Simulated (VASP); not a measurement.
Wanted: the native input for a VASP 6.6.1 run.

| Property | Result |
| --- | --- |
| Task | single point |
| Functional | PBE |
| Potentials or basis | VASP PAW PBE potentials, release 64 (K_sv) |
| Cutoff | 520 eV |
| k mesh | 10 × 10 × 6 |
| Occupations | fermi-dirac, width 0.08 eV |
| Spin | no spin polarisation |
| Dipole correction | no |
| Further INCAR settings | ALGO = Normal; EDIFF = 1e-07; NBANDS = 16 |

The structure of K lies in POSCAR:

```
K
1.0
    3.9806149583      0.0000000000      0.0000000000
   -1.9903074792      3.4473136766      0.0000000000
    0.0000000000      0.0000000000      6.4485962326
K
2
Direct
    0.3333333333      0.6666666667      0.2500000000
    0.6666666667      0.3333333333      0.7500000000
```

This isn't the form of K at room conditions, which is bcc.

These files were run (other wordings do the same):

INCAR

```
SYSTEM = K
ALGO     = Normal         ! electronic algorithm
EDIFF    = 1E-7           ! SCF threshold, eV
ENCUT    = 520            ! plane-wave cutoff, eV
GGA      = PE             ! functional
ISIF     = 2              ! what is computed and relaxed
ISMEAR   = -1             ! smearing method
LASPH    = .TRUE.         ! aspherical terms in the spheres
LCHARG   = .TRUE.         ! write CHGCAR
LELF     = .TRUE.         ! ELF
LREAL    = .FALSE.        ! projectors in reciprocal space
LVHAR    = .TRUE.       
LWAVE    = .FALSE.        ! write WAVECAR
NBANDS   = 16             ! bands
NELM     = 100            ! most SCF steps
PREC     = Accurate       ! precision mode
SIGMA    = 0.08           ! smearing width, eV
```

KPOINTS

```
k-points
0
G
  10 10 6
  0 0 0
```

Potentials or basis: VASP PAW PBE potentials, release 64 (K_sv).

Run with:

```sh
$ cat potpaw_PBE.64/K_sv/POTCAR > POTCAR
$ mpirun -np 1 vasp_std > vasp.out
```

It gave:

```
Pressure               : 4.8 GPa
Band gap on the k mesh : zero (bands 9 and 10 overlap by 2.82 eV)
```

Caveat: the cell stands under pressure.

It took 110 s on 1 thread of Intel Xeon 8259CL (shared host), peak memory 0.22 GiB.
